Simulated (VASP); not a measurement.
# Si (I4/mmm) in VASP: single point with PBE

Aim: the single point of Si with PBE.

Everything below comes from runs of VASP 6.6.1. Logs are shortened: lines on timing, memory, paths and dates and some standing lists are left out, and cuts for length are marked.

**1. The cell of the first run**

Symmetry: I4/mmm, No. 139, tetragonal system. Conventional cell: a = 3.254 Å, b = 3.254 Å, c = 2.641 Å, α = 90.00°, β = 90.00°, γ = 90.00°. Within 3.5 Å of Si (site symmetry 4/mmm) lie 14 Si at 2.64 to 3.25 Å.

**2. Single point, PBE**

File INCAR:

```
PREC = Accurate
ENCUT = 500
EDIFF = 1E-6
ISMEAR = -1
SIGMA = 0.1
LREAL = F
LASPH = T
NELM = 120
ALGO = Normal
ISIF = 2
LWAVE = F
LCHARG = F
GGA = PE
NBANDS = 36
GGA_COMPAT = F
```

File KPOINTS:

```
Automatic mesh
0
Gamma
  2 3 3
```

File POSCAR:

```
Si
1.0
   -4.8807300000      4.8807300000      3.9609900000
    3.2538200000     -3.2538200000      2.6406600000
    3.2538200000      3.2538200000     -2.6406600000
Si
12
Direct
    0.0000000000      0.0000000000      0.0000000000
    0.0000000000      0.0000000000      0.5000000000
    0.0000000000      0.5000000000      0.0000000000
    0.0000000000      0.5000000000      0.5000000000
    0.3333333333      0.0000000000      0.0000000000
    0.3333333333      0.0000000000      0.5000000000
    0.3333333333      0.5000000000      0.0000000000
    0.3333333333      0.5000000000      0.5000000000
    0.6666666667      0.0000000000      0.0000000000
    0.6666666667      0.0000000000      0.5000000000
    0.6666666667      0.5000000000      0.0000000000
    0.6666666667      0.5000000000      0.5000000000
```

Potentials or basis: VASP PAW PBE potentials, release 64 (Si).

The run is started by

```console
cat potpaw_PBE.64/Si/POTCAR > POTCAR
mpirun -np 1 vasp_std > vasp.out
```

OUTCAR:

```text
PREC = Accurate
   ENCUT = 500
   EDIFF = 1E-6
   ISMEAR = -1
   LREAL = F
   LASPH = T
   NELM = 120
   ISIF = 2
   GGA = PE

 ion  position               nearest neighbor table
   1  0.000  0.000  0.000-   7 2.64  11 2.64   9 2.65   5 2.65   8 2.65  12 2.65   2 2.65   3 2.65
                             2 2.65   3 2.65
   2  0.000  0.000  0.500-   8 2.64  12 2.64  10 2.65   6 2.65   7 2.65  11 2.65   1 2.65   4 2.65
                             1 2.65   4 2.65
   3  0.000  0.500  0.000-   5 2.64   9 2.64  11 2.65   7 2.65   6 2.65  10 2.65   4 2.65   1 2.65
                             1 2.65   4 2.65
   4  0.000  0.500  0.500-   6 2.64  10 2.64  12 2.65   8 2.65   5 2.65   9 2.65   3 2.65   2 2.65
                             2 2.65   3 2.65
   5  0.333  0.000  0.000-   3 2.64  11 2.64   1 2.65   4 2.65   6 2.65   7 2.65   7 2.65   6 2.65
                            12 2.65   9 2.65
   6  0.333  0.000  0.500-   4 2.64  12 2.64   2 2.65   3 2.65   5 2.65   8 2.65   8 2.65   5 2.65
                            11 2.65  10 2.65
   7  0.333  0.500  0.000-   1 2.64   9 2.64   3 2.65   2 2.65   8 2.65   8 2.65   5 2.65   5 2.65
                            10 2.65  11 2.65
   8  0.333  0.500  0.500-   2 2.64  10 2.64   4 2.65   1 2.65   7 2.65   7 2.65   6 2.65   6 2.65
                             9 2.65  12 2.65
   9  0.667  0.000  0.000-   3 2.64   7 2.64   1 2.65   4 2.65  11 2.65  10 2.65  10 2.65  11 2.65
                             8 2.65   5 2.65
  10  0.667  0.000  0.500-   4 2.64   8 2.64   2 2.65   3 2.65  12 2.65   9 2.65   9 2.65  12 2.65
                             7 2.65   6 2.65
  11  0.667  0.500  0.000-   1 2.64   5 2.64   3 2.65   2 2.65  12 2.65  12 2.65   9 2.65   9 2.65
                             6 2.65   7 2.65
  12  0.667  0.500  0.500-   2 2.64   6 2.64   4 2.65   1 2.65  11 2.65  11 2.65  10 2.65  10 2.65
                             5 2.65   8 2.65

  LATTYP: Found a triclinic cell.
 ALAT       =     5.3054476173
 B/A-ratio  =     2.4406751173
 C/A-ratio  =     3.0034010962
 COS(alpha) =     0.0027854346
 COS(beta)  =     0.6276914111
 COS(gamma) =     0.7649767055

  Lattice vectors:

 A1 = (  -3.2538200000,  -3.2538200000,   2.6406600000)
 A2 = (  -1.6269100000,  -4.8807300000,  11.8829700000)
 A3 = ( -14.6421900000,  -4.8807300000,  -3.9609900000)

Analysis of symmetry for initial positions (statically):
=====================================================================
 Subroutine PRICEL returns following result:

  LATTYP: Found a body centered tetragonal cell.
 ALAT       =     3.2538200000
 C/A-ratio  =     0.8115568777

  Lattice vectors:

 A1 = (  -1.6269099998,   1.6269099998,   1.3203299999)
 A2 = (   1.6269100000,  -1.6269100000,   1.3203300000)
 A3 = (   1.6269100000,   1.6269100000,  -1.3203300000)

  12 primitive cells build up your supercell.

 Routine SETGRP: Setting up the symmetry group for a
 triclinic supercell.

 Subroutine GETGRP returns: Found  2 space group operations
 (whereof  2 operations were pure point group operations)
 out of a pool of  2 trial point group operations.

The static configuration has the point symmetry S_2 .

Analysis of symmetry for dynamics (positions and initial velocities):
=====================================================================
 Subroutine PRICEL returns following result:

  LATTYP: Found a body centered tetragonal cell.
 ALAT       =     3.2538200000
 C/A-ratio  =     0.8115568777

  Lattice vectors:

 A1 = (  -1.6269099998,   1.6269099998,   1.3203299999)
 A2 = (   1.6269100000,  -1.6269100000,   1.3203300000)
 A3 = (   1.6269100000,   1.6269100000,  -1.3203300000)

  12 primitive cells build up your supercell.

 Routine SETGRP: Setting up the symmetry group for a
 triclinic supercell.

 Subroutine GETGRP returns: Found  2 space group operations
 (whereof  2 operations were pure point group operations)
 out of a pool of  2 trial point group operations.
[... 52 lines left out ...]
|           W    W   A  A   R    R  NN   N  II  NN   N  G    G  !!!           |
|           W    W  A    A  R    R  N N  N  II  N N  N  G       !!!           |
|           W WW W  AAAAAA  RRRRR   N  N N  II  N  N N  G  GGG   !            |
|           WW  WW  A    A  R   R   N   NN  II  N   NN  G    G                |
|           W    W  A    A  R    R  N    N  II  N    N   GGGG   !!!           |
|                                                                             |
|     Your reciprocal lattice and k-lattice belong to different lattice       |
|     classes:                                                                |
|                                                                             |
|        The reciprocal lattice is triclinic,                                 |
|        whereas your k-lattice is body-centered tetragonal.                  |
|                                                                             |
|     Results are often still useful ...                                      |
|                                                                             |
 -----------------------------------------------------------------------------

 Subroutine IBZKPT returns following result:
 ===========================================

 Found     10 irreducible k-points:

 Following reciprocal coordinates:
            Coordinates               Weight
  0.000000  0.000000  0.000000      1.000000
  0.500000  0.000000  0.000000      1.000000
 -0.000000  0.333333  0.000000      2.000000
  0.500000  0.333333  0.000000      2.000000
  0.000000  0.000000  0.333333      2.000000
  0.500000  0.000000  0.333333      2.000000
 -0.000000  0.333333  0.333333      2.000000
  0.500000  0.333333  0.333333      2.000000
  0.000000 -0.333333  0.333333      2.000000
  0.500000 -0.333333  0.333333      2.000000
   k-points           NKPTS =     10   k-points in BZ     NKDIM =     10   number of bands    NBANDS=     36
   number of dos      NEDOS =    301   number of ions     NIONS =     12
   total plane-waves  NPLWV =  96000
   dimension x,y,z NGX =    60 NGY =   40 NGZ =   40
   dimension x,y,z NGXF=   120 NGYF=   80 NGZF=   80
   ions per type =              12
   NGX,Y,Z   is equivalent  to a cutoff of  12.53, 12.53, 12.53 a.u.
   NGXF,Y,Z  is equivalent  to a cutoff of  25.07, 25.07, 25.07 a.u.
 SYSTEM =  unknown system
   PREC   = accura    normal or accurate (medium, high low for compatibility)
   ISTART =      0    job   : 0-new  1-cont  2-samecut
   ICHARG =      2    charge: 1-file 2-atom 10-const
   ISPIN  =      1    spin polarized calculation?
   LNONCOLLINEAR =      F non collinear calculations
   LSORBIT =      F    spin-orbit coupling
   LASPH  =      T    aspherical Exc in radial PAW
   ENCUT  =  500.0 eV  36.75 Ry    6.06 a.u.  14.51  9.67  9.67*2*pi/ulx,y,z
   NELM   =    120;   NELMIN=  2; NELMDL= -5     # of ELM steps
   EDIFF  = 0.1E-05   stopping-criterion for ELM
   LREAL  =      F    real-space projection
[... 7 lines left out ...]
   TEBEG  =    0.0;   TEEND  =   0.0 temperature during run
   PSTRESS=    0.0 pullay stress
   NELECT =      48.0000    total number of electrons
   NUPDOWN=      -1.0000    fix difference up-down
   EMIN   =  10.00;   EMAX   =-10.00  energy-range for DOS
   EFERMI =   0.00;   METHOD = LEGACY
   ISMEAR =    -1;   SIGMA  =   0.10  broadening in eV -4-tet -1-fermi 0-gaus
   EFERMI_NEDOS =   21; number of points for ismear=-14 and -15
   IALGO  =     38    algorithm
   IMIX   =      4    mixing-type and parameters
     AMIX     =   0.40;   BMIX     =  1.00
     AMIX_MAG =   1.60;   BMIX_MAG =  1.00
  volume/ion in A,a.u.               =      13.98        94.33
  Fermi-wavevector in a.u.,A,eV,Ry     =   1.078793  2.038624 15.834397  1.163795
  Thomas-Fermi vector in A             =   2.214742
   LORBIT       =      0    0 simple, 1 ext, 2 COOP (PROOUT), +10 PAW based schemes
   GGA     = PE    functional components
   LHFCALC =     F    Hartree Fock is set to
   AEXX    =    0.0000 exact exchange contribution
   IVDW    =     0    specifies the selected vdW correction
   LEPSILON=     F    determine dielectric tensor
   LRPA    =     F    only Hartree local field effects (RPA)
 non-spin polarized calculation
  energy-cutoff  :      500.00
  volume of cell :      167.75
 maximum number of plane-waves:      4291
 NGX is ok and might be reduce to    60
   NGX = 29   NGY = 19   NGZ = 19

 number of electron      47.9999993 magnetization

 Free energy of the ion-electron system (eV)
  ---------------------------------------------------
  ext. energy  EPLUGINS =         0.00000000
  ---------------------------------------------------
  free energy    TOTEN  =       -57.96105427 eV

  energy without entropy =      -57.75551043  energy(sigma->0) =      -57.85828235

 E-fermi :  10.6660     XC(G=0): -11.3251

 val. band max:       10.6394407035   @ k =  -0.0000   0.3333   0.0000
 cond. band min:      10.8840859919   @ k =   0.5000  -0.3333   0.3333
 fundamental gap:      0.2446452884
 Fermi energy:        10.6659853516

 k-point     1 :       0.0000    0.0000    0.0000
  band No.  band energies     occupation
      1      -4.1683      2.00000
      2      -0.3609      2.00000
      3      -0.3609      2.00000
      4       1.2415      2.00000
      5       1.2415      2.00000
      6       1.8568      2.00000
[... 379 lines left out ...]
     35      13.9738      0.00000
     36      14.2015      0.00000

------------------------ aborting loop because EDIFF is reached ----------------------------------------

  FORCE on cell =-STRESS in cart. coord.  units (eV):
  Direction    XX          YY          ZZ          XY          YZ          ZX
  --------------------------------------------------------------------------------------
  -------------------------------------------------------------------------------------
  Total        2.7897171      2.7897218      2.4228885     -0.0000067      0.0000057     -0.0000047
  in kB       26.6452599     26.6453047     23.1415920     -0.0000637      0.0000549     -0.0000452
  external PRESSURE =      25.4773855 kB  Pullay stress =       0.0000000 kB

 VOLUME and BASIS-vectors are now :
 -----------------------------------------------------------------------------
  energy-cutoff  :      500.00
  volume of cell :      167.75
      direct lattice vectors                 reciprocal lattice vectors
    -4.880730000  4.880730000  3.960990000     0.000000000  0.102443692  0.126231068
     3.253820000 -3.253820000  2.640660000     0.153665538  0.000000000  0.189346603
     3.253820000  3.253820000 -2.640660000     0.153665538  0.153665538  0.000000000

 POSITION                                       TOTAL-FORCE (eV/Angst)
 -----------------------------------------------------------------------------------
      0.00000      0.00000      0.00000         0.000000      0.000000     -0.000000
      1.62691      1.62691     -1.32033        -0.000000      0.000000     -0.000000
      1.62691     -1.62691      1.32033         0.000000      0.000000     -0.000000
      3.25382      0.00000      0.00000         0.000000     -0.000000     -0.000000
     -1.62691      1.62691      1.32033        -0.000000      0.000000      0.000000
      0.00000      3.25382     -0.00000        -0.000000      0.000000     -0.000000
      0.00000     -0.00000      2.64066         0.000000      0.000000      0.000000
      1.62691      1.62691      1.32033         0.000000      0.000000     -0.000000
     -3.25382      3.25382      2.64066        -0.000000     -0.000000      0.000000
     -1.62691      4.88073      1.32033        -0.000000     -0.000000     -0.000000
     -1.62691      1.62691      3.96099         0.000000     -0.000000      0.000000
     -0.00000      3.25382      2.64066        -0.000000     -0.000000      0.000000
 -----------------------------------------------------------------------------------
    total drift:                               -0.000000     -0.000000     -0.000000

  FREE ENERGIE OF THE ION-ELECTRON SYSTEM (eV)
  ---------------------------------------------------
  free  energy   TOTEN  =       -57.9610542676 eV

  energy  without entropy=      -57.7555104325  energy(sigma->0) =      -57.85828235
```

Wall time 26 s (1 thread of AMD EPYC 9R45 (Zen 5), shared host); peak memory 0.25 GiB.

What came out:

```yaml
Free_energy: -57.9611 eV
Pressure: 2.5 GPa
Band_gap_on_the_k_mesh: zero (bands 24 and 25 overlap by 1.08 eV)
```

Caveat: the k points lie up to 0.51 Å⁻¹ apart, too coarse for converged energies and pressures of a metal.

The gap in the log of VASP goes by the Fermi energy; the results here count the filled bands.